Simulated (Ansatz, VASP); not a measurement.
# F: VASP beside Ansatz

INCAR

```
SYSTEM = F
ALGO = Normal ; EDIFF = 1E-6
ENCUT = 520 ; GGA = PS
ISIF = 2 ; ISMEAR = 0
LASPH = .True. ; LCHARG = .False.
LREAL = .False. ; LWAVE = .False.
NBANDS = 22 ; NELM = 100
PREC = Accurate ; SIGMA = 0.05
```

File KPOINTS:

```
k-points
0
Gamma
  4 4 2
  0 0 0
```

File POSCAR:

```
F
1.0
    3.3248299054     -1.8211128347     -0.2564395651
    3.3248299054      1.8211128347     -0.2564395651
   -2.5268909175      0.0000000000      7.3041902723
F
4
Direct
    0.0848459664      0.0848459664      0.0940038325
    0.9151540336      0.9151540336      0.9059961675
    0.5015719855      0.5015719855      0.5937195244
    0.4984280145      0.4984280145      0.4062804756
```

Input for Ansatz:

```yaml
crystal:
  lattice:
    - [3.3248299054, -1.8211128347, -0.2564395651]
    - [3.3248299054, 1.8211128347, -0.2564395651]
    - [-2.5268909175, 0.0, 7.3041902723]
  atoms:
    - { symbol: F, position: [0.0848459664, 0.0848459664, 0.0940038325] }
    - { symbol: F, position: [0.9151540336, 0.9151540336, 0.9059961675] }
    - { symbol: F, position: [0.5015719855, 0.5015719855, 0.5937195244] }
    - { symbol: F, position: [0.4984280145, 0.4984280145, 0.4062804756] }
basis:
  ecutwfc: 520.0
kpoints:
  mp_grid: { grid: [4, 4, 2] }
hamiltonian:
  xc: pbesol
scf:
  occupations: { method: gaussian, width: 0.05 }
output:
  forces: true
  stress: true
  eigenvalues: true
```

Change from the starting cell: volume 21.523 Å^3 an atom, stretch along a over the lengths across it, relative to the relaxed cell 1.0493.

Alike in both runs: task single point; functional PBEsol; k mesh 4 × 4 × 2; occupations gaussian, width 0.05 eV; no spin polarisation.

```csv
,VASP,Ansatz
version,VASP 6.6.1,Ansatz 0.2.0
potentials or method,"VASP PAW PBE potentials, release 64 (F), cutoff 520 eV","scalar-relativistic, plane waves, PAW"
valence electrons in the cell,28,28
```

Ansatz gave:

```
gap on the k mesh at the Fermi level (eV)                     : 2.72
least direct gap on the mesh (eV)                             : 2.78
pressure (GPa)                                                : -2.5
traceless stress, the component that is largest in VASP (GPa) : -3.79
rms of the force components (eV/Å)                            : 0.774
```

Task: Estimate VASP's values.

Result: gap on the k mesh at the Fermi level (eV): 2.65; least direct gap on the mesh (eV): 2.71; pressure (GPa): -2.3; traceless stress, the component that is largest in VASP (GPa): -2.77; rms of the force components (eV/Å): 0.571.

VASP's potentials were made for PBE, not for PBEsol. Atom by atom the forces differ by 0.203 eV/Å (rms over components). The functional is the same, so the differences come from potentials, cutoffs and numerics.

The k mesh is coarse, so the values compare programs but aren't converged.
